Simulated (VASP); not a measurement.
Wanted: the native input for a VASP 6.6.1 run.

```yaml
Task: single point
Functional: r2SCAN
Potentials_or_basis: VASP PAW PBE potentials, release 64 (Si, C)
Cutoff: 520 eV
k_mesh: 12 × 12 × 12
Occupations: gaussian, width 0.05 eV
Spin: no spin polarisation
Dipole_correction: no
Further_INCAR_settings: ALGO = Normal; EDIFF = 1e-07; NBANDS = 11
```

Crystal: SiC.

```
Si C
1.0
     0.00000    2.26096    2.00008
     2.26096    0.00000    2.00008
     2.26096    2.26096    0.00000
Si C
1 1
Cartesian
  0.0000 0.0000 0.0000
  3.3914 3.3914 3.0001
```

This cell differs from its parent crystal: strain +0.040 along x and y, -0.080 along z.

The input as run:

POSCAR

```
SiC
1.0
    0.0000000000      2.2609600000      2.0000800000
    2.2609600000      0.0000000000      2.0000800000
    2.2609600000      2.2609600000      0.0000000000
Si C
1 1
Direct
    0.0000000000      0.0000000000      0.0000000000
    0.7500000000      0.7500000000      0.7500000000
```

INCAR.step1

```
PREC = Accurate
ENCUT = 520
ISMEAR = 0
SIGMA = 0.05
LREAL = F
LASPH = T
NELM = 60
NBANDS = 11
GGA = PE
ALGO = Normal
EDIFF = 1E-4
LWAVE = T
LCHARG = F
```

INCAR.step2

```
PREC = Accurate
ENCUT = 520
EDIFF = 1E-7
ISMEAR = 0
SIGMA = 0.05
LREAL = F
LASPH = T
NELM = 60
ALGO = Normal
ISIF = 2
LWAVE = F
LCHARG = F
METAGGA = R2SCAN
LMIXTAU = T
NBANDS = 11
ISTART = 1
```

KPOINTS

```
Automatic mesh
0
Gamma
  12 12 12
```

Potentials or basis: VASP PAW PBE potentials, release 64 (Si, C).

Run with:

```console
$ cat potpaw_PBE.64/Si/POTCAR potpaw_PBE.64/C/POTCAR > POTCAR
$ cp INCAR.step1 INCAR
$ mpirun -np 1 vasp_std > vasp.out
$ cp INCAR.step2 INCAR
$ mpirun -np 1 vasp_std > vasp.out
```

Results of the run:

```
Pressure               : 1.1 GPa
Band gap on the k mesh : 0.56 eV, indirect (least direct gap 4.97 eV)
```

Caveat: the cell differs from its parent crystal (strain +0.040 along x and y, -0.080 along z); the PAW data sets were made with another functional, which shifts forces and pressure a little.

Wall time 90 s on 1 thread of AMD EPYC 9R45 96-Core Processor (Zen 5), with other jobs on the host, peak memory 0.13 GiB.
